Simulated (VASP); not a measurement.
# PbO2 in VASP: a series of runs

The runs below take PbO2 through single point, with PBEsol.

Program: VASP 6.6.1. These are calculated values, not measurements. Logs are shortened: lines on timing, memory, paths and dates and some standing lists are left out, and cuts for length are marked.

**1. The cell of the first run**

The typed cell holds 6 atoms: a = 4.995 Å, b = 4.995 Å, c = 3.409 Å, α = 90.00°, β = 90.00°, γ = 90.00°.

**2. Single point, PBEsol (atoms moved at random)**

File INCAR:

```
  PREC = Accurate
  ENCUT = 520
  EDIFF = 1E-6
  ISMEAR = -1
  SIGMA = 0.05
  LREAL = False
  LASPH = True
  NELM = 100
  ALGO = Normal
  ISIF = 2
  LWAVE = False
  LCHARG = True
  GGA = PS
  LELF = True
  LVHAR = True
  NBANDS = 35
```

File KPOINTS:

```
Automatic mesh
0
Gamma
  6 6 8
```

File POSCAR:

```
PbO2
1.0
    4.9949598700      0.0000000000      0.0000000000
    0.0000000000      4.9949598700      0.0000000000
    0.0000000000      0.0000000000      3.4090009600
Pb O
2 4
Direct
    0.5027480000      0.5015570000      0.5175990000
   -0.0010710000      0.0065690000      0.0078740000
    0.6951090000      0.7037620000     -0.0047390000
    0.8041680000      0.1932850000      0.4959100000
    0.1880680000      0.8170620000      0.5032200000
    0.3005450000      0.3040730000      0.0142240000
```

Potentials or basis: VASP PAW PBE potentials, release 64 (Pb_d, O).

Started as:

```bash
> cat potpaw_PBE.64/Pb_d/POTCAR potpaw_PBE.64/O/POTCAR > POTCAR
> mpirun -np 1 vasp_std > vasp.out
```

OUTCAR:

```text
PREC = Accurate
   ENCUT = 520
   EDIFF = 1E-6
   ISMEAR = -1
   LREAL = False
   LASPH = True
   NELM = 100
   ISIF = 2
   GGA = PS

 ion  position               nearest neighbor table
   1  0.503  0.502  0.518-   3 2.14   4 2.15   6 2.20   6 2.22   5 2.23   3 2.26   2 3.88   2 3.90
                             2 3.91   2 3.91   2 3.93   2 3.94   2 3.94   2 3.96
   2  0.999  0.007  0.008-   6 2.12   4 2.14   3 2.14   5 2.15   5 2.18   4 2.21   1 3.88   1 3.90
                             1 3.91   1 3.91   1 3.93   1 3.94   1 3.94   1 3.96
   3  0.695  0.704  0.995-   2 2.14   1 2.14   1 2.26
   4  0.804  0.193  0.496-   2 2.14   1 2.15   2 2.21
   5  0.188  0.817  0.503-   2 2.15   2 2.18   1 2.23
   6  0.301  0.304  0.014-   2 2.12   1 2.20   1 2.22

  LATTYP: Found a simple tetragonal cell.
 ALAT       =     4.9949598700
 C/A-ratio  =     0.6824881578

  Lattice vectors:

 A1 = (   4.9949598700,   0.0000000000,   0.0000000000)
 A2 = (   0.0000000000,   4.9949598700,   0.0000000000)
 A3 = (   0.0000000000,   0.0000000000,   3.4090009600)

Analysis of symmetry for initial positions (statically):
=====================================================================
 Subroutine PRICEL returns:
 Original cell was already a primitive cell.

 Routine SETGRP: Setting up the symmetry group for a
 simple tetragonal supercell.

 Subroutine GETGRP returns: Found  1 space group operations
 (whereof  1 operations were pure point group operations)
 out of a pool of 16 trial point group operations.

The static configuration has the point symmetry C_1 .

Analysis of symmetry for dynamics (positions and initial velocities):
=====================================================================
 Subroutine PRICEL returns:
 Original cell was already a primitive cell.

 Routine SETGRP: Setting up the symmetry group for a
 simple tetragonal supercell.

 Subroutine GETGRP returns: Found  1 space group operations
 (whereof  1 operations were pure point group operations)
 out of a pool of 16 trial point group operations.

The dynamic configuration has the point symmetry C_1 .

 Subroutine INISYM returns: Found  1 space group operations
 (whereof  1 operations are pure point group operations),
 and found     1 'primitive' translations

----------------------------------------------------------------------------------------

                                     Primitive cell

[... 94 lines left out ...]
   LSORBIT =      F    spin-orbit coupling
   LASPH  =      T    aspherical Exc in radial PAW
   ENCUT  =  520.0 eV  38.22 Ry    6.18 a.u.   9.29  9.29  6.34*2*pi/ulx,y,z
   NELM   =    100;   NELMIN=  2; NELMDL= -5     # of ELM steps
   EDIFF  = 0.1E-05   stopping-criterion for ELM
   LREAL  =      F    real-space projection
   EDIFFG = 0.1E-04   stopping-criterion for IOM
   NSW    =      0    number of steps for IOM
   IBRION =     -1    ionic relax: 0-MD 1-quasi-New 2-CG
   NFREE  =      0    steps in history (QN), initial steepest desc. (CG)
   ISIF   =      2    stress and relaxation
   ISYM   =      2    0-nonsym 1-usesym 2-fastsym
   POTIM  = 0.5000    time-step for ionic-motion
   TEBEG  =    0.0;   TEEND  =   0.0 temperature during run
   PSTRESS=    0.0 pullay stress
   NELECT =      52.0000    total number of electrons
   NUPDOWN=      -1.0000    fix difference up-down
   EMIN   =  10.00;   EMAX   =-10.00  energy-range for DOS
   EFERMI =   0.00;   METHOD = LEGACY
   ISMEAR =    -1;   SIGMA  =   0.05  broadening in eV -4-tet -1-fermi 0-gaus
   EFERMI_NEDOS =   21; number of points for ismear=-14 and -15
   IALGO  =     38    algorithm
   IMIX   =      4    mixing-type and parameters
     AMIX     =   0.40;   BMIX     =  1.00
     AMIX_MAG =   1.60;   BMIX_MAG =  1.00
  volume/ion in A,a.u.               =      14.18        95.66
  Fermi-wavevector in a.u.,A,eV,Ry     =   1.389458  2.625696 26.267337  1.930595
  Thomas-Fermi vector in A             =   2.513487
   LORBIT       =      0    0 simple, 1 ext, 2 COOP (PROOUT), +10 PAW based schemes
   GGA     = PS    functional components
   LHFCALC =     F    Hartree Fock is set to
   AEXX    =    0.0000 exact exchange contribution
   IVDW    =     0    specifies the selected vdW correction
   LEPSILON=     F    determine dielectric tensor
   LRPA    =     F    only Hartree local field effects (RPA)
 non-spin polarized calculation
  energy-cutoff  :      520.00
  volume of cell :       85.05
 maximum number of plane-waves:      2308
 NGX is ok and might be reduce to    40
   NGX = 19   NGY = 19   NGZ = 13

 number of electron      52.0000001 magnetization

 Free energy of the ion-electron system (eV)
  ---------------------------------------------------
  ext. energy  EPLUGINS =         0.00000000
  ---------------------------------------------------
  free energy    TOTEN  =       -33.98206078 eV

  energy without entropy =      -33.97775046  energy(sigma->0) =      -33.97990562

 E-fermi :   4.1077     XC(G=0): -10.8782

 val. band max:        4.1066682951   @ k =   0.1667   0.0000   0.0000
 cond. band min:       4.1093067980   @ k =   0.0000   0.1667   0.0000
 fundamental gap:      0.0026385030
 Fermi energy:         4.1076668681

 k-point     1 :       0.0000    0.0000    0.0000
  band No.  band energies     occupation
      1     -14.1617      2.00000
      2     -14.0490      2.00000
      3     -12.4519      2.00000
      4     -12.3604      2.00000
      5     -11.4667      2.00000
      6     -11.2444      2.00000
[... 901 lines left out ...]
     34      15.3716      0.00000
     35      15.7120      0.00000

 [... further k-points ...]
[... 5 lines left out ...]
  --------------------------------------------------------------------------------------
  -------------------------------------------------------------------------------------
  Total        0.4167799      0.3754876      0.4033874      0.3795548      0.2909112      0.0837232
  in kB        7.8510223      7.0731857      7.5987428      7.1498015      5.4799923      1.5771215
  external PRESSURE =       7.5076503 kB  Pullay stress =       0.0000000 kB

 VOLUME and BASIS-vectors are now :
 -----------------------------------------------------------------------------
  energy-cutoff  :      520.00
  volume of cell :       85.05
      direct lattice vectors                 reciprocal lattice vectors
     4.994959870  0.000000000  0.000000000     0.200201809  0.000000000  0.000000000
     0.000000000  4.994959870  0.000000000     0.000000000  0.200201809  0.000000000
     0.000000000  0.000000000  3.409000960     0.000000000  0.000000000  0.293341073

 POSITION                                       TOTAL-FORCE (eV/Angst)
 -----------------------------------------------------------------------------------
      2.51121      2.50526      1.76450        -0.444321      0.256714     -0.549838
      4.98961      0.03281      0.02684        -0.042957     -0.251711     -0.442292
      3.47204      3.51526      3.39285        -0.443868     -0.490321      0.472854
      4.01679      0.96545      1.69056        -0.185414      0.233979      0.369132
      0.93939      4.08119      1.71548         0.434017     -0.502807      0.171885
      1.50121      1.51883      0.04849         0.682544      0.754146     -0.021741
 -----------------------------------------------------------------------------------
    total drift:                                0.000137     -0.000043     -0.000031

  FREE ENERGIE OF THE ION-ELECTRON SYSTEM (eV)
  ---------------------------------------------------
  free  energy   TOTEN  =       -33.9820607839 eV

  energy  without entropy=      -33.9777504570  energy(sigma->0) =      -33.97990562
```

OSZICAR:

```text
N       E                     dE             d eps       ncg     rms          rms(c)
DAV:   1     0.681189205560E+03    0.68119E+03   -0.25838E+04 10360   0.180E+03
DAV:   2     0.563800875719E+02   -0.62481E+03   -0.59252E+03 11184   0.499E+02
DAV:   3    -0.341978192443E+02   -0.90578E+02   -0.87631E+02 12418   0.207E+02
DAV:   4    -0.388534605179E+02   -0.46556E+01   -0.46097E+01 13199   0.489E+01
DAV:   5    -0.390121017924E+02   -0.15864E+00   -0.15834E+00 13440   0.936E+00    0.129E+01
DAV:   6    -0.340464120849E+02    0.49657E+01   -0.14957E+01 15874   0.486E+01    0.439E+00
DAV:   7    -0.340373911573E+02    0.90209E-02   -0.15136E+00 11502   0.880E+00    0.270E+00
DAV:   8    -0.340032820905E+02    0.34109E-01   -0.35320E-01 16265   0.534E+00    0.104E+00
DAV:   9    -0.339819426694E+02    0.21339E-01   -0.43417E-02 16051   0.276E+00    0.283E-01
DAV:  10    -0.339818066449E+02    0.13602E-03   -0.13546E-02 15575   0.849E-01    0.115E-01
DAV:  11    -0.339820463759E+02   -0.23973E-03   -0.92759E-04 15862   0.369E-01    0.356E-02
DAV:  12    -0.339820605090E+02   -0.14133E-04   -0.76445E-05 13989   0.751E-02    0.151E-02
DAV:  13    -0.339820609146E+02   -0.40560E-06   -0.19158E-05 15185   0.425E-02    0.873E-03
DAV:  14    -0.339820607839E+02    0.13072E-06   -0.18365E-06  9730   0.138E-02
   1 F= -.33982061E+02 E0= -.33979906E+02  d E =-.431033E-02
```

It took 11 min on 1 thread of Intel Xeon 8259CL, shared host; peak memory 0.45 GiB.

Results:

```
Free energy   : -33.9821 eV
Pressure      : 0.8 GPa
Largest force : 1.017 eV/Å
```

Forces on the atoms (eV/Å):
```
Pb  -0.444  0.257 -0.550
Pb  -0.043 -0.252 -0.442
O   -0.444 -0.490  0.473
O   -0.185  0.234  0.369
O    0.434 -0.503  0.172
O    0.683  0.754 -0.022
```

Caveat: the cell differs from its parent crystal (atoms moved at random); the PAW data sets were made with another functional, which shifts forces and pressure a little; spin-orbit coupling is left out, which moves the levels of the heavy elements.

**3. Single point, PBEsol, non-collinear spin, zero start, spin-orbit coupling**

File INCAR:

```
  PREC = Accurate
  ENCUT = 520
  EDIFF = 1E-7
  ISMEAR = -1
  SIGMA = 0.05
  LREAL = False
  LASPH = True
  NELM = 150
  ALGO = Normal
  ISIF = 2
  LWAVE = False
  LCHARG = False
  MAGMOM = 0 0 0 0 0 0 0 0 0 0 0 0 0 0 0 0 0 0
  LORBIT = 11
  LSORBIT = True
  GGA_COMPAT = False
  LORBMOM = True
  GGA = PS
  NBANDS = 68
```

File KPOINTS:

```
regular mesh
0
Gamma
  6 6 8
```

File POSCAR:

```
PbO2
1.0
    4.9949598700      0.0000000000      0.0000000000
    0.0000000000      4.9949598700      0.0000000000
    0.0000000000      0.0000000000      3.4090009600
Pb O
2 4
Direct
    0.5000000000      0.5000000000      0.5000000000
    0.0000000000      0.0000000000      0.0000000000
    0.6925710400      0.6925710400      0.0000000000
    0.8074289600      0.1925710400      0.5000000000
    0.1925710400      0.8074289600      0.5000000000
    0.3074289600      0.3074289600      0.0000000000
```

Potentials or basis: VASP PAW PBE potentials, release 64 (Pb_d, O).

Started as:

```bash
> cat potpaw_PBE.64/Pb_d/POTCAR potpaw_PBE.64/O/POTCAR > POTCAR
> mpirun -np 1 vasp_ncl > vasp.out
```

It took 20 min on 1 thread of Oxide Virtual Turin-like, shared host; peak memory 0.59 GiB.

Results (log left out):

| Quantity | Value |
| --- | --- |
| Free energy | -34.7883 eV |
| Pressure | 0.2 GPa |
| Largest force | 0.017 eV/Å |
| Net moment | 0.00 μB per cell |
| Valence electrons inside the program's atomic spheres | Pb 11.86; O 4.94 |

Forces on the atoms (eV/Å):
```
Pb   0.000  0.000  0.000
Pb   0.000  0.000  0.000
O   -0.012 -0.012  0.000
O    0.012 -0.012  0.000
O   -0.012  0.012  0.000
O    0.012  0.012  0.000
```

Moments on the atoms (μB; x, y, z):
```
Pb  0.00 0.00 0.00
Pb  0.00 0.00 0.00
O   0.00 0.00 0.00
O   0.00 0.00 0.00
O   0.00 0.00 0.00
O   0.00 0.00 0.00
```

Caveat: the PAW data sets were made with another functional, which shifts forces and pressure a little.
